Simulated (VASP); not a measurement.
Wanted: the native input for a VASP 6.6.1 run.

```
Task                   : single point
Functional             : PBE
Potentials or basis    : VASP PAW PBE potentials, release 64 (Pb_d)
Cutoff                 : 500 eV
k mesh                 : 10 × 10 × 10
Occupations            : fermi-dirac, width 0.01 eV
Spin                   : no spin polarisation
Dipole correction      : no
Further INCAR settings : ALGO = Normal; EDIFF = 1e-06; NBANDS = 13
```

The structure of Pb lies in POSCAR:

```
Pb
1.0
    0.0000000000      2.4071767967      2.4071767967
    2.4071767967      0.0000000000      2.4071767967
    2.4071767967      2.4071767967      0.0000000000
Pb
1
Direct
    0.0000000000      0.0000000000      0.0000000000
```

The input as run:

INCAR

```
PREC     = Accurate       # precision mode
ENCUT    = 500            # plane-wave cutoff, eV
EDIFF    = 1E-6           # SCF threshold, eV
ISMEAR   = -1             # smearing method
SIGMA    = 0.01           # smearing width, eV
LREAL    = False          # projectors in reciprocal space
LASPH    = True           # aspherical terms in the spheres
NELM     = 120            # most SCF steps
ALGO     = Normal         # electronic algorithm
ISIF     = 2              # what is computed and relaxed
LWAVE    = False          # write WAVECAR
LCHARG   = False          # write CHGCAR
GGA      = PE             # functional
NBANDS   = 13             # bands
GGA_COMPAT= False
```

KPOINTS

```
Automatic mesh
0
Gamma
  10 10 10
```

Potentials or basis: VASP PAW PBE potentials, release 64 (Pb_d).

The run is started by

```sh
$ cat potpaw_PBE.64/Pb_d/POTCAR > POTCAR
$ mpirun -np 1 vasp_std > vasp.out
```

It gave:

| Item | Value |
| --- | --- |
| Pressure | 7.3 GPa |
| Band gap on the k mesh | zero (bands 7 and 8 overlap by 9.86 eV) |

Caveat: the cell stands under pressure; spin-orbit coupling is left out, which moves the levels of the heavy elements.

Run time: 22 s on 1 thread of AMD EPYC 7R43 64-Core Processor (Zen 3), with other jobs on the host, peak memory 0.12 GiB.
